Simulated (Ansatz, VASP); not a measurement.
## HRh6 in VASP and in Ansatz

INCAR

```
PREC     = Accurate       # precision mode
ENCUT    = 520            # plane-wave cutoff, eV
EDIFF    = 1E-6           # SCF threshold, eV
ISMEAR   = 0              # smearing method
SIGMA    = 0.1            # smearing width, eV
LREAL    = F              # projectors in reciprocal space
LASPH    = T              # aspherical terms in the spheres
NELM     = 100            # most SCF steps
ALGO     = Fast           # electronic algorithm
ISIF     = 2              # what is computed and relaxed
LWAVE    = F              # write WAVECAR
LCHARG   = T              # write CHGCAR
LDIPOL   = T            
IDIPOL   = 3            
DIPOL    = 0.5 0.5 0.297
GGA      = PE             # functional
LELF     = T              # ELF
LVHAR    = T            
LVACPOTAV= T            
NBANDS   = 104            # bands
```

KPOINTS

```
regular mesh
0
Gamma
  6 6 1
```

The input POSCAR:

```
HRh6
1.0
    5.4165863251      0.0000000000      0.0000000000
   -2.7082931626      4.6909013593      0.0000000000
    0.0000000000      0.0000000000     22.2966119230
Rh H
12 2
Direct
    0.3333333333      0.1666666667      0.1793994538
    0.3333333333      0.6666666667      0.1793994538
    0.8333333333      0.1666666667      0.1793994538
    0.8333333333      0.6666666667      0.1793994538
    0.1666666667      0.3333333333      0.2757769167
    0.1666666667      0.8333333333      0.2757769167
    0.6666666667      0.3333333333      0.2757769167
    0.6666666667      0.8333333333      0.2757769167
    0.0000000000      0.0000000000      0.3721019118
    0.0000000000      0.5000000000      0.3721019118
    0.5000000000      0.0000000000      0.3721019118
    0.5000000000      0.5000000000      0.3721019118
    0.1870590048      0.3741180096      0.4209882629
    0.3129409952      0.6258819904      0.4209882629
```

Input for Ansatz:

```yaml
crystal:
  lattice:
    - [5.4165863251, 0.0, 0.0]
    - [-2.7082931626, 4.6909013593, 0.0]
    - [0.0, 0.0, 22.296611923]
  atoms:
    - { symbol: Rh, position: [0.3333333333, 0.1666666667, 0.1793994538] }
    - { symbol: Rh, position: [0.3333333333, 0.6666666667, 0.1793994538] }
    - { symbol: Rh, position: [0.8333333333, 0.1666666667, 0.1793994538] }
    - { symbol: Rh, position: [0.8333333333, 0.6666666667, 0.1793994538] }
    - { symbol: Rh, position: [0.1666666667, 0.3333333333, 0.2757769167] }
    - { symbol: Rh, position: [0.1666666667, 0.8333333333, 0.2757769167] }
    - { symbol: Rh, position: [0.6666666667, 0.3333333333, 0.2757769167] }
    - { symbol: Rh, position: [0.6666666667, 0.8333333333, 0.2757769167] }
    - { symbol: Rh, position: [0.0, 0.0, 0.3721019118] }
    - { symbol: Rh, position: [0.0, 0.5, 0.3721019118] }
    - { symbol: Rh, position: [0.5, 0.0, 0.3721019118] }
    - { symbol: Rh, position: [0.5, 0.5, 0.3721019118] }
    - { symbol: H, position: [0.1870590048, 0.3741180096, 0.4209882629] }
    - { symbol: H, position: [0.3129409952, 0.6258819904, 0.4209882629] }
basis:
  ecutwfc: 420
kpoints:
  mp_grid: { grid: [6, 6, 1] }
hamiltonian:
  xc: pbe
  pseudopotentials: { kind: paw, azcp: { folder: soft_1 } }
scf:
  occupations: { method: gaussian, width: 0.1 }
output:
  forces: true
  eigenvalues: true
  write_density: true
  write_potential: true
  elf: true
  volumetric_format: npy
efield:
  axis: 3
  dipole_correction: true
  ramp_width: 0.04
```

Alike in both runs: task single point; functional PBE; k mesh 6 × 6 × 1; occupations gaussian, width 0.1 eV; no spin polarisation.

```csv
,VASP,Ansatz
version,VASP 6.6.1,Ansatz 0.2.0
potentials or method,"VASP PAW PBE potentials, release 64 (Rh_pv, H), cutoff 520 eV","scalar-relativistic, plane waves, PAW"
valence electrons in the cell,182,206
```

```csv
,VASP,Ansatz,Ansatz less VASP
gap on the k mesh at the Fermi level (eV),none,none,-
rms of the force components (eV/Å),0.240,0.239,-0.0012
"work function, face that differs most (eV)",4.87,4.87,+0.001
```

Atom by atom the forces differ by 0.004 eV/Å (rms over components). A gap of «none» marks a metal or a gap that the smearing closes. The functional is the same, so the differences come from potentials, cutoffs and numerics. VASP's potentials hold 182 valence electrons a cell and Ansatz's 206, so a difference there can come from the potentials and not from the codes. Ansatz's warnings: xc potential rough in thin density.
